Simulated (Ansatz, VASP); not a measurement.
## ZnO: VASP beside Ansatz

```xyz
4
Lattice="3.2709 0.0000 0.0000 -1.6355 2.8327 0.0000 0.0000 0.0000 5.1513" Properties=species:S:1:pos:R:3 pbc="T T T"
Zn    0.0000    1.8885   -0.0268
Zn    1.6355    0.9442    2.5488
O     0.0000    1.8885    1.9586
O     1.6355    0.9442    4.5342
```

Change from the starting cell: epitaxial_xy strain +1.1%.

Alike in both runs: task single point; functional PBE; k mesh 12 × 12 × 6; occupations fermi-dirac, width 0.02 eV; no spin polarisation.

|  | VASP | Ansatz |
| --- | --- | --- |
| version | VASP 6.6.1 | Ansatz 0.2.0 |
| potentials or method | VASP PAW PBE potentials, release 64 (Zn, O) | plane waves, PAW |
| plane-wave cutoff (eV) | 520 | 420 |
| valence electrons in the cell | 36 | 36 |

```tsv
	VASP	Ansatz	Ansatz less VASP
gap on the k mesh at the Fermi level (eV)	0.80	0.82	+0.015
pressure (GPa)	5.5	4.4	-1.08
traceless stress, the component that is largest in VASP (GPa)	1.66	1.66	-0.002
rms of the force components (eV/Å)	0.008	0.006	-0.0025
```

Atom by atom the forces differ by 0.003 eV/Å (rms over components).
